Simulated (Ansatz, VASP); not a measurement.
## ReRhO: VASP beside Ansatz

```
Re Rh O
1.0
     3.58655    0.00000    0.00000
     0.00000    3.58655    0.00000
     0.00000    0.00000    3.73812
Re Rh O
1 1 1
Direct
  0.50000 0.50000 0.00000
  0.00000 0.00000 0.00000
  0.50000 0.50000 0.50000
```

Change from the starting cell: species swapped into the LiHPd type (P4/mmm, No. 123).

Alike in both runs: functional PBE; k mesh 6 × 6 × 4; occupations gaussian, width 0.1 eV; collinear spin.

Ansatz relaxed the structure, and its values are those at the end. VASP's run is a single point on that final structure, the one shown.

|  | VASP | Ansatz |
| --- | --- | --- |
| version | VASP 6.6.1 | Ansatz 0.2.0 |
| potentials or method | VASP PAW PBE potentials, release 64 (Re, Rh_pv, O), cutoff 520 eV | scalar-relativistic, plane waves, PAW |
| valence electrons in the cell | 28 | 38 |

|  | VASP | Ansatz | Ansatz less VASP |
| --- | --- | --- | --- |
| gap on the k mesh at the Fermi level (eV) | none | none | - |
| pressure (GPa) | 1.5 | 0.0 | -1.53 |
| net moment per atom (μB) | 0.00 | 0.00 | 0.000 |

A gap of «none» marks a metal or a gap that the smearing closes. VASP's potentials hold 28 valence electrons a cell and Ansatz's 38, so a difference there can come from the potentials and not from the codes. Ansatz's warnings: seeded moment not kept.

The k mesh is coarse, so the values compare programs but aren't converged. Spin-orbit coupling is off throughout.
